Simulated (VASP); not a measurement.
# MnSb (Fm-3m) in VASP: single point with PBEsol

Aim: the single point of MnSb with PBEsol.

All numbers are computed with VASP 6.6.1; they aren't measurements. Logs are shortened: lines on timing, memory, paths and dates and some standing lists are left out, and cuts for length are marked.

### 1 The cell of the first run

The structure is cubic, space group Fm-3m (No. 225). The conventional cell has a = 5.590 Å, b = 5.590 Å, c = 5.590 Å, α = 90.00°, β = 90.00°, γ = 90.00°. Within 3.7 Å of Mn (site symmetry m-3m) lie 6 Sb at 2.80 Å. Sb (site symmetry m-3m) has 6 Mn at 2.80 Å within 3.7 Å.

### 2 Single point, PBEsol, collinear spin, ferromagnetic start

INCAR reads:

```
PREC = Accurate ; ENCUT = 520
EDIFF = 1E-7 ; ISMEAR = -1
SIGMA = 0.08 ; LREAL = F
LASPH = T ; NELM = 150
ALGO = Normal ; ISIF = 2
LWAVE = F ; LCHARG = F
ISPIN = 2 ; MAGMOM = 4 0
LORBIT = 11 ; LMAXMIX = 4
GGA = PS ; NBANDS = 20
```

KPOINTS reads:

```
Automatic mesh
0
Gamma
  12 12 12
```

POSCAR reads:

```
MnSb
1.0
    0.0000000000      2.7950160000      2.7950160000
    2.7950160000      0.0000000000      2.7950160000
    2.7950160000      2.7950160000      0.0000000000
Mn Sb
1 1
Direct
    0.0000000000      0.0000000000      0.0000000000
    0.5000000000      0.5000000000      0.5000000000
```

Potentials or basis: VASP PAW PBE potentials, release 64 (Mn_pv, Sb).

The run is started by

```console
$ cat potpaw_PBE.64/Mn_pv/POTCAR potpaw_PBE.64/Sb/POTCAR > POTCAR
$ mpirun -np 1 vasp_std > vasp.out
```

OUTCAR:

```text
PREC = Accurate
   ENCUT = 520
   EDIFF = 1E-7
   ISMEAR = -1
   LREAL = F
   LASPH = T
   NELM = 150
   ISIF = 2
   ISPIN = 2
   LORBIT = 11
   GGA = PS

 ion  position               nearest neighbor table
   1  0.000  0.000  0.000-   2 2.80   2 2.80   2 2.80   2 2.80   2 2.80   2 2.80
   2  0.500  0.500  0.500-   1 2.80   1 2.80   1 2.80   1 2.80   1 2.80   1 2.80

  LATTYP: Found a face centered cubic cell.
 ALAT       =     5.5900320000

  Lattice vectors:

 A1 = (   0.0000000000,   2.7950160000,   2.7950160000)
 A2 = (   2.7950160000,   0.0000000000,   2.7950160000)
 A3 = (   2.7950160000,   2.7950160000,   0.0000000000)

Analysis of symmetry for initial positions (statically):
=====================================================================
 Subroutine PRICEL returns:
 Original cell was already a primitive cell.

 Routine SETGRP: Setting up the symmetry group for a
 face centered cubic supercell.

 Subroutine GETGRP returns: Found 48 space group operations
 (whereof 48 operations were pure point group operations)
 out of a pool of 48 trial point group operations.

The static configuration has the point symmetry O_h .

Analysis of symmetry for dynamics (positions and initial velocities):
=====================================================================
 Subroutine PRICEL returns:
 Original cell was already a primitive cell.

 Routine SETGRP: Setting up the symmetry group for a
 face centered cubic supercell.

 Subroutine GETGRP returns: Found 48 space group operations
 (whereof 48 operations were pure point group operations)
 out of a pool of 48 trial point group operations.

The dynamic configuration has the point symmetry O_h .

Analysis of structural, dynamic, and magnetic symmetry:
=====================================================================
 Subroutine PRICEL returns:
 Original cell was already a primitive cell.

 Routine SETGRP: Setting up the symmetry group for a
 face centered cubic supercell.

 Subroutine GETGRP returns: Found 48 space group operations
 (whereof 48 operations were pure point group operations)
 out of a pool of 48 trial point group operations.

The overall configuration has the point symmetry O_h .

 Subroutine INISYM returns: Found 48 space group operations
 (whereof 48 operations are pure point group operations),
 and found     1 'primitive' translations

----------------------------------------------------------------------------------------

                                     Primitive cell

  volume of cell :      43.6700

  direct lattice vectors                    reciprocal lattice vectors
     0.000000000  2.795016000  2.795016000    -0.178889853  0.178889853  0.178889853
     2.795016000  0.000000000  2.795016000     0.178889853 -0.178889853  0.178889853
     2.795016000  2.795016000  0.000000000     0.178889853  0.178889853 -0.178889853

  length of vectors
     3.952749534  3.952749534  3.952749534     0.309846314  0.309846314  0.309846314

  position of ions in fractional coordinates (direct lattice)
     0.000000000  0.000000000  0.000000000
     0.500000000  0.500000000  0.500000000

  ion indices of the primitive-cell ions
   primitive index   ion index
                 1           1
                 2           2

----------------------------------------------------------------------------------------

 KPOINTS: Automatic mesh

Automatic generation of k-mesh.
 Grid dimensions read from file:
 generate k-points for:   12   12   12

 Generating k-lattice:

  Cartesian coordinates                     Fractional coordinates (reciprocal lattice)
    -0.014907488  0.014907488  0.014907488     0.083333333  0.000000000  0.000000000
     0.014907488 -0.014907488  0.014907488     0.000000000  0.083333333  0.000000000
     0.014907488  0.014907488 -0.014907488     0.000000000  0.000000000  0.083333333

  Length of vectors
     0.025820526  0.025820526  0.025820526

  Shift w.r.t. Gamma in fractional coordinates (k-lattice)
     0.000000000  0.000000000  0.000000000

 Subroutine IBZKPT returns following result:
 ===========================================

 Found     72 irreducible k-points:

 Following reciprocal coordinates:
            Coordinates               Weight
  0.000000  0.000000  0.000000      1.000000
  0.083333  0.000000  0.000000      8.000000
  0.166667  0.000000  0.000000      8.000000
  0.250000  0.000000  0.000000      8.000000
  0.333333  0.000000  0.000000      8.000000
  0.416667  0.000000  0.000000      8.000000
[... 16 lines left out ...]
  0.500000  0.166667  0.000000     24.000000
 -0.416667  0.166667  0.000000     24.000000
 [... further k-points ...]
   k-points           NKPTS =     72   k-points in BZ     NKDIM =     72   number of bands    NBANDS=     20
   number of dos      NEDOS =    301   number of ions     NIONS =      2
   total plane-waves  NPLWV =  27000
   dimension x,y,z NGX =    30 NGY =   30 NGZ =   30
   dimension x,y,z NGXF=    60 NGYF=   60 NGZF=   60
   ions per type =               1   1
   NGX,Y,Z   is equivalent  to a cutoff of  12.62, 12.62, 12.62 a.u.
   NGXF,Y,Z  is equivalent  to a cutoff of  25.23, 25.23, 25.23 a.u.
 SYSTEM =  unknown system
   PREC   = accura    normal or accurate (medium, high low for compatibility)
   ISTART =      0    job   : 0-new  1-cont  2-samecut
   ICHARG =      2    charge: 1-file 2-atom 10-const
   ISPIN  =      2    spin polarized calculation?
   LNONCOLLINEAR =      F non collinear calculations
   LSORBIT =      F    spin-orbit coupling
   LASPH  =      T    aspherical Exc in radial PAW
   ENCUT  =  520.0 eV  38.22 Ry    6.18 a.u.   7.35  7.35  7.35*2*pi/ulx,y,z
   NELM   =    150;   NELMIN=  2; NELMDL= -5     # of ELM steps
   EDIFF  = 0.1E-06   stopping-criterion for ELM
   LREAL  =      F    real-space projection
   EDIFFG = 0.1E-05   stopping-criterion for IOM
   NSW    =      0    number of steps for IOM
   IBRION =     -1    ionic relax: 0-MD 1-quasi-New 2-CG
   NFREE  =      0    steps in history (QN), initial steepest desc. (CG)
   ISIF   =      2    stress and relaxation
   ISYM   =      2    0-nonsym 1-usesym 2-fastsym
   POTIM  = 0.5000    time-step for ionic-motion
   TEBEG  =    0.0;   TEEND  =   0.0 temperature during run
   PSTRESS=    0.0 pullay stress
   NELECT =      18.0000    total number of electrons
   NUPDOWN=      -1.0000    fix difference up-down
   EMIN   =  10.00;   EMAX   =-10.00  energy-range for DOS
   EFERMI =   0.00;   METHOD = LEGACY
   ISMEAR =    -1;   SIGMA  =   0.08  broadening in eV -4-tet -1-fermi 0-gaus
   EFERMI_NEDOS =   21; number of points for ismear=-14 and -15
   IALGO  =     38    algorithm
   IMIX   =      4    mixing-type and parameters
     AMIX     =   0.40;   BMIX     =  1.00
     AMIX_MAG =   1.60;   BMIX_MAG =  1.00
  volume/ion in A,a.u.               =      21.83       147.35
  Fermi-wavevector in a.u.,A,eV,Ry     =   1.218348  2.302344 20.196106  1.484372
  Thomas-Fermi vector in A             =   2.353638
   LORBIT       =     11    0 simple, 1 ext, 2 COOP (PROOUT), +10 PAW based schemes
   GGA     = PS    functional components
   LHFCALC =     F    Hartree Fock is set to
   AEXX    =    0.0000 exact exchange contribution
   IVDW    =     0    specifies the selected vdW correction
   LEPSILON=     F    determine dielectric tensor
   LRPA    =     F    only Hartree local field effects (RPA)
 spin polarized calculation
  energy-cutoff  :      520.00
  volume of cell :       43.67
 maximum number of plane-waves:      1243
 NGX is ok and might be reduce to    30
   NGX = 15   NGY = 15   NGZ = 15

 number of electron      17.9999988 magnetization       3.8285704

 Free energy of the ion-electron system (eV)
  ---------------------------------------------------
  ext. energy  EPLUGINS =         0.00000000
  ---------------------------------------------------
  free energy    TOTEN  =       -13.79650602 eV

  energy without entropy =      -13.77648858  energy(sigma->0) =      -13.78649730

 E-fermi :   7.4236     XC(G=0): -10.7038

 val. band max:        7.4207631406   @ k =   0.1667   0.1667   0.0000
 cond. band min:       7.4455058842   @ k =   0.5000   0.3333   0.0000
 fundamental gap:      0.0247427437
 Fermi energy:         7.4235715711

 spin component 1

 k-point     1 :       0.0000    0.0000    0.0000
  band No.  band energies     occupation
      1     -42.6491      1.00000
      2     -42.6491      1.00000
      3     -42.6491      1.00000
      4      -4.0858      1.00000
      5       4.4314      1.00000
      6       4.4314      1.00000
[... 12 lines left out ...]
     19      16.9331      0.00000
     20      16.9331      0.00000

 k-point     2 :       0.0833    0.0000    0.0000
  band No.  band energies     occupation
      1     -42.6493      1.00000
      2     -42.6491      1.00000
      3     -42.6491      1.00000
      4      -3.9936      1.00000
      5       4.3821      1.00000
      6       4.4326      1.00000
[... 12 lines left out ...]
     19      16.4650      0.00000
     20      17.2883      0.00000

 k-point     3 :       0.1667    0.0000    0.0000
  band No.  band energies     occupation
      1     -42.6499      1.00000
      2     -42.6491      1.00000
      3     -42.6491      1.00000
      4      -3.7213      1.00000
      5       4.1861      1.00000
      6       4.3354      1.00000
[... 12 lines left out ...]
     19      16.5058      0.00000
     20      18.9332      0.00000

 k-point     4 :       0.2500    0.0000    0.0000
  band No.  band energies     occupation
      1     -42.6507      1.00000
      2     -42.6491      1.00000
      3     -42.6491      1.00000
      4      -3.2848      1.00000
      5       3.6604      1.00000
      6       4.1234      1.00000
[... 429 lines left out ...]
 k-point    23 :       0.5000    0.1667    0.0000
  band No.  band energies     occupation
      1     -42.6520      1.00000
      2     -42.6497      1.00000
      3     -42.6494      1.00000
      4      -1.8542      1.00000
      5       1.9270      1.00000
      6       3.6451      1.00000
[... 12 lines left out ...]
     19      20.9720      0.00000
     20      21.9964      0.00000

 k-point    24 :      -0.4167    0.1667    0.0000
  band No.  band energies     occupation
      1     -42.6520      1.00000
      2     -42.6498      1.00000
      3     -42.6492      1.00000
      4      -1.7642      1.00000
      5       1.7955      1.00000
      6       3.6363      1.00000
[... 12 lines left out ...]
     19      19.6908      0.00000
     20      23.3228      0.00000

 [... further k-points ...]

 spin component 2

 k-point     1 :       0.0000    0.0000    0.0000
  band No.  band energies     occupation
      1     -38.7744      1.00000
      2     -38.7744      1.00000
      3     -38.7744      1.00000
      4      -3.9653      1.00000
      5       7.6304      0.07008
      6       7.6304      0.07007
[... 12 lines left out ...]
     19      17.8750      0.00000
     20      17.8750      0.00000

 k-point     2 :       0.0833    0.0000    0.0000
  band No.  band energies     occupation
      1     -38.7747      1.00000
      2     -38.7744      1.00000
      3     -38.7744      1.00000
      4      -3.8759      1.00000
      5       7.2673      0.87582
      6       7.3175      0.79018
[... 12 lines left out ...]
     19      17.3901      0.00000
     20      18.1134      0.00000

 k-point     3 :       0.1667    0.0000    0.0000
  band No.  band energies     occupation
      1     -38.7755      1.00000
      2     -38.7744      1.00000
      3     -38.7744      1.00000
      4      -3.6126      1.00000
      5       6.0899      1.00000
      6       6.7872      0.99965
[... 12 lines left out ...]
     19      17.2913      0.00000
     20      19.3459      0.00000

 k-point     4 :       0.2500    0.0000    0.0000
  band No.  band energies     occupation
      1     -38.7767      1.00000
      2     -38.7744      1.00000
      3     -38.7744      1.00000
      4      -3.1935      1.00000
      5       4.6825      1.00000
      6       6.3086      1.00000
[... 429 lines left out ...]
 k-point    23 :       0.5000    0.1667    0.0000
  band No.  band energies     occupation
      1     -38.7784      1.00000
      2     -38.7752      1.00000
      3     -38.7749      1.00000
      4      -1.8433      1.00000
      5       2.4665      1.00000
      6       5.1058      1.00000
[... 12 lines left out ...]
     19      21.4145      0.00000
     20      22.4197      0.00000

 k-point    24 :      -0.4167    0.1667    0.0000
  band No.  band energies     occupation
      1     -38.7785      1.00000
      2     -38.7754      1.00000
      3     -38.7747      1.00000
      4      -1.7660      1.00000
      5       2.3430      1.00000
      6       5.0286      1.00000
[... 12 lines left out ...]
     19      20.3001      0.00000
     20      23.6164      0.00000

 [... further k-points ...]

------------------------ aborting loop because EDIFF is reached ----------------------------------------

  FORCE on cell =-STRESS in cart. coord.  units (eV):
  Direction    XX          YY          ZZ          XY          YZ          ZX
  --------------------------------------------------------------------------------------
  -------------------------------------------------------------------------------------
  Total       -1.1090182     -1.1090182     -1.1090182      0.0000000      0.0000000     -0.0000000
  in kB      -40.6880022    -40.6880022    -40.6880022      0.0000000      0.0000000     -0.0000000
  external PRESSURE =     -40.6880022 kB  Pullay stress =       0.0000000 kB

 VOLUME and BASIS-vectors are now :
 -----------------------------------------------------------------------------
  energy-cutoff  :      520.00
  volume of cell :       43.67
      direct lattice vectors                 reciprocal lattice vectors
     0.000000000  2.795016000  2.795016000    -0.178889853  0.178889853  0.178889853
     2.795016000  0.000000000  2.795016000     0.178889853 -0.178889853  0.178889853
     2.795016000  2.795016000  0.000000000     0.178889853  0.178889853 -0.178889853

 POSITION                                       TOTAL-FORCE (eV/Angst)
 -----------------------------------------------------------------------------------
      0.00000      0.00000      0.00000         0.000000      0.000000     -0.000000
      2.79502      2.79502      2.79502        -0.000000     -0.000000      0.000000
 -----------------------------------------------------------------------------------
    total drift:                               -0.000000      0.000000      0.000000

  FREE ENERGIE OF THE ION-ELECTRON SYSTEM (eV)
  ---------------------------------------------------
  free  energy   TOTEN  =       -13.7965060234 eV

  energy  without entropy=      -13.7764885786  energy(sigma->0) =      -13.78649730

 total charge

# of ion       s       p       d       tot
------------------------------------------
    1        0.283   6.185   4.993  11.462
    2        1.145   1.291   0.035   2.471
--------------------------------------------------
tot          1.428   7.476   5.029  13.933

 magnetization (x)

# of ion       s       p       d       tot
------------------------------------------
    1        0.072   0.035   3.632   3.739
    2        0.013  -0.123   0.011  -0.100
--------------------------------------------------
tot          0.085  -0.088   3.643   3.640
```

It took 2.8 min on 1 thread of Oxide Virtual Turin-like, shared host; peak memory 0.22 GiB.

What came out:

```yaml
Free_energy: -13.7965 eV
Pressure: -4.1 GPa
Net_moment: 3.83 μB per cell
Site_moments: Mn +3.74; Sb -0.10 μB
Valence_electrons_inside_the_program's_atomic_spheres: Mn 11.46; Sb 2.47
```

Caveat: the PAW data sets were made with another functional, which shifts forces and pressure a little; spin-orbit coupling is left out, which moves the levels of the heavy elements; a cell with one magnetic atom can't hold antiferromagnetic order, which such compounds often take.
